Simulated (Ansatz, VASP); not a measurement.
One calculation of HfMg3, two programs

```
Mg Hf
1.0
    -2.22635    2.22635    4.48462
     2.22635   -2.22635    4.48462
     2.22635    2.22635   -4.48462
Mg Hf
3 1
Direct
  0.50000 0.50000 0.00000
  0.25000 0.75000 0.50000
  0.75000 0.25000 0.50000
  0.00000 0.00000 0.00000
```

Alike in both runs: task single point; functional PBE; k mesh 7 × 7 × 7; occupations gaussian, width 0.05 eV; no spin polarisation.

```csv
,VASP,Ansatz
version,VASP 6.6.1,Ansatz 0.2.0
potentials or method,"VASP PAW PBE potentials, release 64 (Mg, Hf_pv)","plane waves, PAW"
plane-wave cutoff (eV),520,420
valence electrons in the cell,16,56
```

|  | VASP | Ansatz | Ansatz less VASP |
| --- | --- | --- | --- |
| gap on the k mesh at the Fermi level (eV) | none | none | - |
| pressure (GPa) | -0.2 | 0.0 | +0.12 |
| traceless stress, the component that is largest in VASP (GPa) | -1.21 | -1.18 | +0.026 |

A gap of «none» marks a metal or a gap that the smearing closes. The functional is the same, so the differences come from potentials, cutoffs and numerics. VASP's potentials hold 16 valence electrons a cell and Ansatz's 56, so a difference there can come from the potentials and not from the codes.

Spin-orbit coupling is off throughout.
